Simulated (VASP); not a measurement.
Wanted: the native input for a VASP 6.6.1 run.

```yaml
Task: single point
Functional: PBE
Potentials_or_basis: VASP PAW PBE potentials, release 64 (Cs_sv, Pb_d, Cl)
Cutoff: 520 eV
k_mesh: 3 × 3 × 3
Occupations: methfessel-paxton, width 0.1 eV
Spin: no spin polarisation
Dipole_correction: no
Further_INCAR_settings: ALGO = Normal; EDIFF = 1e-06; NBANDS = 30
```

The structure of CsPbCl3 lies in POSCAR:

```
CsPbCl3
1.0
    5.6050000000      0.0000000000      0.0000000000
    0.0000000000      5.6050000000      0.0000000000
    0.0000000000      0.0000000000      8.6050000000
Cs Pb Cl
1 1 3
Direct
    0.0000000000      0.0000000000      0.0000000000
    0.5000000000      0.5000000000      0.3256827426
    0.5000000000      0.5000000000      0.0000000000
    0.0000000000      0.5000000000      0.3256827426
    0.5000000000      0.0000000000      0.3256827426
```

One way to write it, as run:

INCAR

```
SYSTEM = CsPbCl3
PREC     = Accurate       ! precision mode
ENCUT    = 520            ! plane-wave cutoff, eV
EDIFF    = 1E-6           ! SCF threshold, eV
ISMEAR   = 1              ! smearing method
SIGMA    = 0.1            ! smearing width, eV
LREAL    = .FALSE.        ! projectors in reciprocal space
LASPH    = .TRUE.         ! aspherical terms in the spheres
NELM     = 80             ! most SCF steps
ALGO     = Normal         ! electronic algorithm
ISIF     = 2              ! what is computed and relaxed
LWAVE    = .FALSE.        ! write WAVECAR
LCHARG   = .FALSE.        ! write CHGCAR
GGA      = PE             ! functional
NBANDS   = 30             ! bands
```

KPOINTS

```
regular mesh
0
G
  3 3 3
  0 0 0
```

Potentials or basis: VASP PAW PBE potentials, release 64 (Cs_sv, Pb_d, Cl).

Launch:

```bash
$ cat potpaw_PBE.64/Cs_sv/POTCAR potpaw_PBE.64/Pb_d/POTCAR potpaw_PBE.64/Cl/POTCAR > POTCAR
$ mpirun -np 1 vasp_std > vasp.out
```

It gave:

* Largest force: 0.345 eV/Å
* Band gap on the k mesh: 3.82 eV, direct

Caveat: spin-orbit coupling is left out, which moves the levels of the heavy elements.

It took 110 s on 1 thread of Intel(R) Xeon(R) Platinum 8175M CPU @ 2.50GHz (Skylake/Cascade Lake), with other jobs on the host, peak memory 0.34 GiB.
